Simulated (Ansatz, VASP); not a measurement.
## Two plane-wave programs on InSb

The input POSCAR:

```
InSb
1.0
    0.0000000000      3.1483324968      3.1483324968
    3.1483324968      0.0000000000      3.1483324968
    3.1483324968      3.1483324968      0.0000000000
In Sb
1 1
Direct
    0.0000000000      0.0000000000      0.0000000000
    0.2500000000      0.2500000000      0.2500000000
```

INCAR.step1

```
PREC     = Accurate       # precision mode
ENCUT    = 520            # plane-wave cutoff, eV
ISMEAR   = 0              # smearing method
SIGMA    = 0.01           # smearing width, eV
LREAL    = False          # projectors in reciprocal space
LASPH    = True           # aspherical terms in the spheres
NELM     = 100            # most SCF steps
NBANDS   = 16             # bands
GGA      = PE             # functional
ALGO     = Normal         # electronic algorithm
EDIFF    = 1E-4           # SCF threshold, eV
LWAVE    = True           # write WAVECAR
LCHARG   = False          # write CHGCAR
```

The input INCAR.step2:

```
PREC     = Accurate       # precision mode
ENCUT    = 520            # plane-wave cutoff, eV
EDIFF    = 1E-6           # SCF threshold, eV
ISMEAR   = 0              # smearing method
SIGMA    = 0.01           # smearing width, eV
LREAL    = False          # projectors in reciprocal space
LASPH    = True           # aspherical terms in the spheres
NELM     = 100            # most SCF steps
ALGO     = Normal         # electronic algorithm
ISIF     = 2              # what is computed and relaxed
LWAVE    = False          # write WAVECAR
LCHARG   = True           # write CHGCAR
METAGGA  = R2SCAN         # meta-GGA
LMIXTAU  = True         
LELF     = True           # ELF
LVHAR    = True         
NBANDS   = 16             # bands
ISTART   = 1
```

KPOINTS

```
Automatic mesh
0
Gamma
  6 6 6
```

Input for Ansatz:

```yaml
crystal:
  lattice:
    - [0.0, 3.1483324968, 3.1483324968]
    - [3.1483324968, 0.0, 3.1483324968]
    - [3.1483324968, 3.1483324968, 0.0]
  atoms:
    - { symbol: In, position: [0.0, 0.0, 0.0] }
    - { symbol: Sb, position: [0.25, 0.25, 0.25] }
kpoints:
  mp_grid: { grid: [6, 6, 6] }
  band_path:
    path:
      - [0.0, 0.0, 0.0]
      - [-0.5, -0.5, 0.0]
      - [-0.375, -0.375, 0.25]
      - [-0.375, 0.0, 0.375]
      - [0.0, 0.0, 0.5]
      - [-0.5, -0.25, 0.25]
    npoints: 1
hamiltonian:
  xc: r2scan
scf:
  occupations: { method: fixed }
  n_extra_bands: 4
output:
  forces: true
  stress: true
  eigenvalues: true
```

Change from the starting cell: hydrostatic strain -4.0%.

Alike in both runs: task single point; functional r2SCAN; k mesh 6 × 6 × 6; no spin polarisation.

```csv
,VASP,Ansatz
version,VASP 6.6.1,Ansatz 0.2.0
potentials or method,"VASP PAW PBE potentials, release 64 (In_d, Sb)","plane waves, PAW"
plane-wave cutoff (eV),520,500
occupations,"gaussian, width 0.01 eV",fixed
valence electrons in the cell,18,28
```

|  | VASP | Ansatz | Ansatz less VASP |
| --- | --- | --- | --- |
| gap on the k mesh at the Fermi level (eV) | 0.78 | 0.77 | -0.004 |
| pressure (GPa) | 7.0 | 7.0 | 0.00 |

VASP's potentials were made for PBE, not for r2SCAN. VASP's potentials hold 18 valence electrons a cell and Ansatz's 28, so a difference there can come from the potentials and not from the codes.

Neither program's run includes spin-orbit coupling.
